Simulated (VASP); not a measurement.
A run of VASP 6.6.1 is set up as follows.

INCAR

```
ALGO = Normal
EDIFF = 1E-7
ENCUT = 520
GGA = PE
ISIF = 2
ISMEAR = -1
LASPH = True
LCHARG = False
LREAL = False
LWAVE = False
NBANDS = 12
NELM = 80
PREC = Accurate
SIGMA = 0.08
```

KPOINTS

```
k-points
0
Gamma
  17 17 17
```

POSCAR

```
As
1.0
   -2.3917283370      2.3917283370      1.2573183079
    2.3917283370     -2.3917283370      1.2573183079
    2.3917283370      2.3917283370     -1.2573183079
As
2
Direct
   -0.3750000000     -0.1250000000     -0.2500000000
    0.3750000000      0.1250000000      0.2500000000
```

Potentials or basis: VASP PAW PBE potentials, release 64 (As).

Command:

```bash
$ cat potpaw_PBE.64/As/POTCAR > POTCAR
$ mpirun -np 1 vasp_std > vasp.out
```

Problem. What does it give for the pressure?

Solution. 57.4 GPa.

Problem. Predict the band gap on the k mesh.

Solution. Zero (band 5 reaches 15.69 eV, above the bottom of band 6 at 7.12 eV).
